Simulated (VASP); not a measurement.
A run of VASP 6.6.1 is set up as follows.

The input INCAR:

```
SYSTEM = ScTiSe3
ALGO = Normal
EDIFF = 1E-7
ENCUT = 520
GGA = PE
ISIF = 2
ISMEAR = 0
ISPIN = 2
LASPH = .True.
LCHARG = .False.
LMAXMIX = 4
LORBIT = 11
LREAL = .False.
LWAVE = .False.
MAGMOM = 0 1 0 0 0
NBANDS = 32
NELM = 150
PREC = Accurate
SIGMA = 0.15
```

File KPOINTS:

```
k-points
0
Gamma
  3 3 3
  0 0 0
```

File POSCAR:

```
ScTiSe3
1.0
    3.6654837734     -4.2728122920      0.0000000000
    3.6654837734      4.2728122920      0.0000000000
    0.0000000000      0.0000000000      4.7218021987
Sc Ti Se
1 1 3
Direct
    0.0000000000      0.0000000000      0.0000000000
    0.5000000000      0.5000000000      0.0000000000
    0.1507546499      0.8492453501      0.5000000000
    0.8492453501      0.1507546499      0.5000000000
    0.5000000000      0.5000000000      0.5000000000
```

Potentials or basis: VASP PAW PBE potentials, release 64 (Sc_sv, Ti_sv, Se).

Launch:

```console
$ cat potpaw_PBE.64/Sc_sv/POTCAR potpaw_PBE.64/Ti_sv/POTCAR potpaw_PBE.64/Se/POTCAR > POTCAR
$ mpirun -np 1 vasp_std > vasp.out
```

**Question.** Estimate the largest force.

**Answer.** 0.009 eV/Å.

**Question.** Predict the site moments.

**Answer.** Sc +0.33; Ti +1.50; Se -0.00, -0.07 (each value once) μB.

**Question.** Predict the pressure.

**Answer.** 0.3 GPa.

**Question.** What does it give for the net moment?

**Answer.** 2.63 μB per cell.

Stress tensor (GPa, compression positive):
```
0.26 0.00 0.00
0.00 0.16 0.00
0.00 0.00 0.34
```

Caveat: the k points lie up to 0.44 Å⁻¹ apart.
